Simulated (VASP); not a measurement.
A run of VASP 6.6.1 is set up as follows.

Contents of INCAR:

```
SYSTEM = Hg
PREC     = Accurate       ! precision mode
ENCUT    = 520            ! plane-wave cutoff, eV
EDIFF    = 1E-6           ! SCF threshold, eV
ISMEAR   = 1              ! smearing method
SIGMA    = 0.1            ! smearing width, eV
LREAL    = .FALSE.        ! projectors in reciprocal space
LASPH    = .TRUE.         ! aspherical terms in the spheres
NELM     = 60             ! most SCF steps
ALGO     = Normal         ! electronic algorithm
ISIF     = 2              ! what is computed and relaxed
LWAVE    = .FALSE.        ! write WAVECAR
LCHARG   = .FALSE.        ! write CHGCAR
GGA      = RE             ! functional
IVDW     = 13             ! dispersion correction
NBANDS   = 19             ! bands
```

File KPOINTS:

```
regular mesh
0
G
  9 9 5
  0 0 0
```

File POSCAR:

```
Hg
1.0
    3.5297054961      0.0000000000      0.0000000000
   -1.7648527480      3.0568146275      0.0000000000
    0.0000000000      0.0000000000      5.5951745899
Hg
2
Direct
    0.3333333333      0.6666666667      0.2500000000
    0.6666666667      0.3333333333      0.7500000000
```

Potentials or basis: VASP PAW PBE potentials, release 64 (Hg).

Launch:

```console
$ cat potpaw_PBE.64/Hg/POTCAR > POTCAR
$ mpirun -np 1 vasp_std > vasp.out
```

Task: What does it give for the dispersion energy per atom?

Result: -0.584 eV.

Task: Estimate the pressure.

Result: -0.8 GPa.

Task: Predict the band gap on the k mesh.

Result: 0.08 eV, indirect (least direct gap 1.29 eV).

Caveat: the PAW data sets were made with another functional, which shifts forces and pressure a little; spin-orbit coupling is left out, which moves the levels of the heavy elements. A k mesh can miss the band edges.
